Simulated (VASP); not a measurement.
# CdS (Hawleyite) (F-43m) in VASP: notebook, part 2 of 2

VASP 6.6.1. The steps go on from the part before.

## (6) Single point, r2SCAN

This run uses another cell than the first one, of 25.39 Å³/atom, 1.098 times its volume.

Contents of POSCAR:

```
CdS
1.0
    2.9392742335      2.9392742335      0.0000000000
   -2.9392742335      2.9392742335      0.0000000000
    0.0000000000      2.9392742335      2.9392742335
Cd S
1 1
Direct
    0.0000000000      0.0000000000      0.0000000000
    0.7500000000      0.2500000000      0.5000000000
```

Contents of INCAR.step1:

```
SYSTEM = CdS
PREC = Accurate
ENCUT = 520
ISMEAR = 0
SIGMA = 0.01
LREAL = .False.
LASPH = .True.
NELM = 80
NBANDS = 16
GGA = PE
ALGO = Normal
EDIFF = 1E-4
LWAVE = .True.
LCHARG = .False.
```

Contents of INCAR.step2:

```
SYSTEM = CdS
PREC = Accurate
ENCUT = 520
EDIFF = 1E-6
ISMEAR = 0
SIGMA = 0.01
LREAL = .False.
LASPH = .True.
NELM = 80
ALGO = Normal
ISIF = 2
LWAVE = .False.
LCHARG = .False.
METAGGA = R2SCAN
LMIXTAU = .True.
NBANDS = 16
ISTART = 1
```

Contents of KPOINTS:

```
Automatic mesh
0
Gamma
  8 8 8
  0 0 0
```

Potentials or basis: VASP PAW PBE potentials, release 64 (Cd, S).

The run is started by

```
$ cat potpaw_PBE.64/Cd/POTCAR potpaw_PBE.64/S/POTCAR > POTCAR
$ cp INCAR.step1 INCAR
$ mpirun -np 1 vasp_std > vasp.out
$ cp INCAR.step2 INCAR
$ mpirun -np 1 vasp_std > vasp.out
```

OUTCAR:

```text
SYSTEM = CdS
   PREC = Accurate
   ENCUT = 520
   EDIFF = 1E-6
   ISMEAR = 0
   LREAL = .False.
   LASPH = .True.
   NELM = 80
   ISIF = 2
   METAGGA = R2SCAN
   ISTART = 1

 ion  position               nearest neighbor table
   1  0.000  0.000  0.000-   2 2.55   2 2.55   2 2.55   2 2.55
   2  0.750  0.250  0.500-   1 2.55   1 2.55   1 2.55   1 2.55

  LATTYP: Found a face centered cubic cell.
 ALAT       =     5.8785484670

  Lattice vectors:

 A1 = (   0.0000000000,   2.9392742335,   2.9392742335)
 A2 = (   2.9392742335,   0.0000000000,   2.9392742335)
 A3 = (   2.9392742335,   2.9392742335,   0.0000000000)

Analysis of symmetry for initial positions (statically):
=====================================================================
 Subroutine PRICEL returns:
 Original cell was already a primitive cell.

 Routine SETGRP: Setting up the symmetry group for a
 face centered cubic supercell.

 Subroutine GETGRP returns: Found 24 space group operations
 (whereof 24 operations were pure point group operations)
 out of a pool of 48 trial point group operations.

The static configuration has the point symmetry T_d .

Analysis of symmetry for dynamics (positions and initial velocities):
=====================================================================
 Subroutine PRICEL returns:
 Original cell was already a primitive cell.

 Routine SETGRP: Setting up the symmetry group for a
 face centered cubic supercell.

 Subroutine GETGRP returns: Found 24 space group operations
 (whereof 24 operations were pure point group operations)
 out of a pool of 48 trial point group operations.

The dynamic configuration has the point symmetry T_d .

 Subroutine INISYM returns: Found 24 space group operations
 (whereof 24 operations are pure point group operations),
 and found     1 'primitive' translations

----------------------------------------------------------------------------------------

                                     Primitive cell

  volume of cell :      50.7867

  direct lattice vectors                    reciprocal lattice vectors
     2.939274233  2.939274233  0.000000000     0.170110020  0.170110020 -0.170110020
    -2.939274233  2.939274233  0.000000000    -0.170110020  0.170110020 -0.170110020
     0.000000000  2.939274233  2.939274233     0.000000000  0.000000000  0.340220041

  length of vectors
     4.156761485  4.156761485  4.156761485     0.294639198  0.294639198  0.340220041

  position of ions in fractional coordinates (direct lattice)
     0.000000000  0.000000000  0.000000000
     0.750000000  0.250000000  0.500000000

  ion indices of the primitive-cell ions
   primitive index   ion index
                 1           1
                 2           2

----------------------------------------------------------------------------------------

 KPOINTS: Automatic mesh

Automatic generation of k-mesh.
 Grid dimensions read from file:
 generate k-points for:    8    8    8

 Generating k-lattice:

  Cartesian coordinates                     Fractional coordinates (reciprocal lattice)
     0.021263753  0.021263753 -0.021263753     0.125000000  0.000000000  0.000000000
    -0.021263753  0.021263753 -0.021263753     0.000000000  0.125000000  0.000000000
     0.000000000  0.000000000  0.042527505     0.000000000  0.000000000  0.125000000

  Length of vectors
     0.036829900  0.036829900  0.042527505

  Shift w.r.t. Gamma in fractional coordinates (k-lattice)
     0.000000000  0.000000000  0.000000000

 Subroutine IBZKPT returns following result:
 ===========================================

 Found     29 irreducible k-points:

 Following reciprocal coordinates:
            Coordinates               Weight
  0.000000  0.000000  0.000000      1.000000
  0.125000  0.000000  0.000000      8.000000
  0.250000  0.000000  0.000000      8.000000
  0.375000  0.000000  0.000000      8.000000
  0.500000  0.000000  0.000000      4.000000
  0.125000  0.125000  0.000000     12.000000
[... 16 lines left out ...]
  0.375000  0.250000  0.125000     48.000000
  0.500000  0.250000  0.125000     24.000000
 [... further k-points ...]
   k-points           NKPTS =     29   k-points in BZ     NKDIM =     29   number of bands    NBANDS=     16
   number of dos      NEDOS =    301   number of ions     NIONS =      2
   total plane-waves  NPLWV =  32768
   dimension x,y,z NGX =    32 NGY =   32 NGZ =   32
   dimension x,y,z NGXF=    64 NGYF=   64 NGZF=   64
   ions per type =               1   1
   NGX,Y,Z   is equivalent  to a cutoff of  12.80, 12.80, 12.80 a.u.
   NGXF,Y,Z  is equivalent  to a cutoff of  25.60, 25.60, 25.60 a.u.
 SYSTEM =  CdS
   PREC   = accura    normal or accurate (medium, high low for compatibility)
   ISTART =      1    job   : 0-new  1-cont  2-samecut
   ICHARG =      0    charge: 1-file 2-atom 10-const
   ISPIN  =      1    spin polarized calculation?
   LNONCOLLINEAR =      F non collinear calculations
   LSORBIT =      F    spin-orbit coupling
   LASPH  =      T    aspherical Exc in radial PAW
   ENCUT  =  520.0 eV  38.22 Ry    6.18 a.u.   7.73  7.73  7.73*2*pi/ulx,y,z
   NELM   =     80;   NELMIN=  2; NELMDL=  0     # of ELM steps
   EDIFF  = 0.1E-05   stopping-criterion for ELM
   LREAL  =      F    real-space projection
   EDIFFG = 0.1E-04   stopping-criterion for IOM
   NSW    =      0    number of steps for IOM
   IBRION =     -1    ionic relax: 0-MD 1-quasi-New 2-CG
   NFREE  =      0    steps in history (QN), initial steepest desc. (CG)
   ISIF   =      2    stress and relaxation
   ISYM   =      2    0-nonsym 1-usesym 2-fastsym
   POTIM  = 0.5000    time-step for ionic-motion
   TEBEG  =    0.0;   TEEND  =   0.0 temperature during run
   PSTRESS=    0.0 pullay stress
   NELECT =      18.0000    total number of electrons
   NUPDOWN=      -1.0000    fix difference up-down
   EMIN   =  10.00;   EMAX   =-10.00  energy-range for DOS
   EFERMI =   0.00;   METHOD = LEGACY
   ISMEAR =     0;   SIGMA  =   0.01  broadening in eV -4-tet -1-fermi 0-gaus
   EFERMI_NEDOS =   21; number of points for ismear=-14 and -15
   IALGO  =     38    algorithm
   IMIX   =      4    mixing-type and parameters
     AMIX     =   0.40;   BMIX     =  1.00
     AMIX_MAG =   1.60;   BMIX_MAG =  1.00
  volume/ion in A,a.u.               =      25.39       171.36
  Fermi-wavevector in a.u.,A,eV,Ry     =   1.158552  2.189346 18.262324  1.342243
  Thomas-Fermi vector in A             =   2.295153
   LORBIT       =      0    0 simple, 1 ext, 2 COOP (PROOUT), +10 PAW based schemes
   METAGGA = R2SCAN    functional components
   LHFCALC =     F    Hartree Fock is set to
   AEXX    =    0.0000 exact exchange contribution
   IVDW    =     0    specifies the selected vdW correction
   LEPSILON=     F    determine dielectric tensor
   LRPA    =     F    only Hartree local field effects (RPA)
 non-spin polarized calculation
 Gauss-broadening in eV      SIGMA  =   0.01
  energy-cutoff  :      520.00
  volume of cell :       50.79
 maximum number of plane-waves:      1384
   NGX = 15   NGY = 15   NGZ = 15

 number of electron      18.0000005 magnetization

 Free energy of the ion-electron system (eV)
  ---------------------------------------------------
  ext. energy  EPLUGINS =         0.00000000
  ---------------------------------------------------
  free energy    TOTEN  =       -29.68596419 eV

  energy without entropy =      -29.68596419  energy(sigma->0) =      -29.68596419

 E-fermi :   0.9467     XC(G=0):  -9.6187

 val. band max:        0.8520111338   @ k =   0.0000   0.0000   0.0000
 cond. band min:       2.3901246628   @ k =   0.0000   0.0000   0.0000
 fundamental gap:      1.5381135290
 Fermi energy:         0.9466930428

 k-point     1 :       0.0000    0.0000    0.0000
  band No.  band energies     occupation
      1     -11.8789      2.00000
      2      -7.0337      2.00000
      3      -7.0337      2.00000
      4      -7.0337      2.00000
      5      -6.5533      2.00000
      6      -6.5533      2.00000
[... 8 lines left out ...]
     15      12.8276      0.00000
     16      12.8276      0.00000

 k-point     2 :       0.1250    0.0000    0.0000
  band No.  band energies     occupation
      1     -11.8194      2.00000
      2      -7.0115      2.00000
      3      -7.0115      2.00000
      4      -6.9766      2.00000
      5      -6.5541      2.00000
      6      -6.5541      2.00000
[... 8 lines left out ...]
     15      12.1979      0.00000
     16      13.2642      0.00000
[... 387 lines left out ...]
      5      -6.5207      2.00000
      6      -6.2686      2.00000
[... 8 lines left out ...]
     15      14.2458      0.00000
     16      14.5198      0.00000

 k-point    24 :       0.5000    0.2500    0.1250
  band No.  band energies     occupation
      1     -11.4095      2.00000
      2      -6.8663      2.00000
      3      -6.8328      2.00000
      4      -6.5768      2.00000
      5      -6.5275      2.00000
      6      -6.0791      2.00000
[... 8 lines left out ...]
     15      13.6662      0.00000
     16      14.6121      0.00000

 [... further k-points ...]
[... 5 lines left out ...]
  --------------------------------------------------------------------------------------
  -------------------------------------------------------------------------------------
  Total        0.0888536      0.0888536      0.0888536      0.0000000      0.0000000     -0.0000000
  in kB        2.8030780      2.8030780      2.8030780      0.0000000      0.0000000     -0.0000000
  external PRESSURE =       2.8030780 kB  Pullay stress =       0.0000000 kB

 VOLUME and BASIS-vectors are now :
 -----------------------------------------------------------------------------
  energy-cutoff  :      520.00
  volume of cell :       50.79
      direct lattice vectors                 reciprocal lattice vectors
     2.939274233  2.939274233  0.000000000     0.170110020  0.170110020 -0.170110020
    -2.939274233  2.939274233  0.000000000    -0.170110020  0.170110020 -0.170110020
     0.000000000  2.939274233  2.939274233     0.000000000  0.000000000  0.340220041

 POSITION                                       TOTAL-FORCE (eV/Angst)
 -----------------------------------------------------------------------------------
      0.00000      0.00000      0.00000         0.000000      0.000000      0.000000
      1.46964      4.40891      1.46964        -0.000000     -0.000000      0.000000
 -----------------------------------------------------------------------------------
    total drift:                                0.000006     -0.000000      0.000000

  FREE ENERGIE OF THE ION-ELECTRON SYSTEM (eV)
  ---------------------------------------------------
  free  energy   TOTEN  =       -29.6859641897 eV

  energy  without entropy=      -29.6859641897  energy(sigma->0) =      -29.68596419
```

OUTCAR.step1:

```text
SYSTEM = CdS
   PREC = Accurate
   ENCUT = 520
   ISMEAR = 0
   LREAL = .False.
   LASPH = .True.
[... 677 lines left out ...]
      0.00000      0.00000      0.00000        -0.000000     -0.000000      0.000000
      1.46964      4.40891      1.46964         0.000000      0.000000      0.000000
 -----------------------------------------------------------------------------------
    total drift:                                0.000001     -0.000000      0.000000

  FREE ENERGIE OF THE ION-ELECTRON SYSTEM (eV)
  ---------------------------------------------------
  free  energy   TOTEN  =        -6.1393045826 eV

  energy  without entropy=       -6.1393045826  energy(sigma->0) =       -6.13930458
```

OSZICAR.step1:

```text
N       E                     dE             d eps       ncg     rms          rms(c)
DAV:   1     0.105698321826E+03    0.10570E+03   -0.91401E+03   944   0.103E+03
DAV:   2    -0.249353162084E+01   -0.10819E+03   -0.10187E+03  1176   0.249E+02
DAV:   3    -0.666025554418E+01   -0.41667E+01   -0.41595E+01  1120   0.507E+01
DAV:   4    -0.668688974386E+01   -0.26634E-01   -0.26632E-01  1192   0.401E+00
DAV:   5    -0.668725125533E+01   -0.36151E-03   -0.36151E-03  1112   0.443E-01    0.772E+00
DAV:   6    -0.615737484991E+01    0.52988E+00   -0.84858E-01  1408   0.114E+01    0.626E+00
DAV:   7    -0.613889429698E+01    0.18481E-01   -0.19226E-01  1120   0.299E+00    0.308E+00
DAV:   8    -0.613915458899E+01   -0.26029E-03   -0.17264E-02  1104   0.165E+00    0.292E-01
DAV:   9    -0.613908717568E+01    0.67413E-04   -0.20265E-03  1152   0.652E-01    0.592E-02
DAV:  10    -0.613921889888E+01   -0.13172E-03   -0.24555E-04  1128   0.155E-01    0.693E-02
DAV:  11    -0.613930458264E+01   -0.85684E-04   -0.13783E-04  1040   0.914E-02
   1 F= -.61393046E+01 E0= -.61393046E+01  d E =-.277721E-68
```

It took 33 s on 1 thread of Intel Xeon 6975P-C (Granite Rapids), shared host; peak memory 0.19 GiB.

Results:

* Free energy: -29.6860 eV
* Pressure: 0.3 GPa
* Band gap on the k mesh: 1.54 eV, direct

Levels at points of the mesh, in eV from the valence-band top:
```tsv
k point	band 7	band 8	band 9	band 10	band 11	band 12
(0.00, 0.00, 0.00)	0.00	0.00	0.00	1.54	7.08	7.08
(0.50, 0.00, 0.00)	-4.32	-0.73	-0.73	3.44	7.48	7.48
(0.50, 0.50, 0.00)	-3.87	-1.84	-1.84	3.88	4.73	9.69
```

Caveat: the PAW data sets were made with another functional, which shifts forces and pressure a little. r2SCAN opens gaps a little over a GGA but as a rule still falls short of measured ones.

## (7) Overview

```csv
cell,gap on the mesh (eV),pressure (GPa)
"a = 4.029 Å, angles 60.0, 60.0, 90.0°, 2 atoms",1.75,7.4
"a = 4.077 Å, angles 60.0, 60.0, 90.0°, 2 atoms",1.67,4.4
"a = 4.114 Å, angles 60.0, 60.0, 90.0°, 2 atoms",1.61,2.3
"a = 4.157 Å, angles 60.0, 60.0, 90.0°, 2 atoms",1.54,0.3
```

Alike in all rows: task single point; level r2SCAN; potentials or basis VASP PAW PBE potentials, release 64 (Cd, S); no spin polarisation; k mesh 8 × 8 × 8; cutoff (eV) 520; smearing gaussian 0.01 eV.

Caveats: the PAW data sets were made with another functional, which shifts forces and pressure a little.

Total energies depend on the potentials used, so only differences within one code and one set of settings carry meaning.
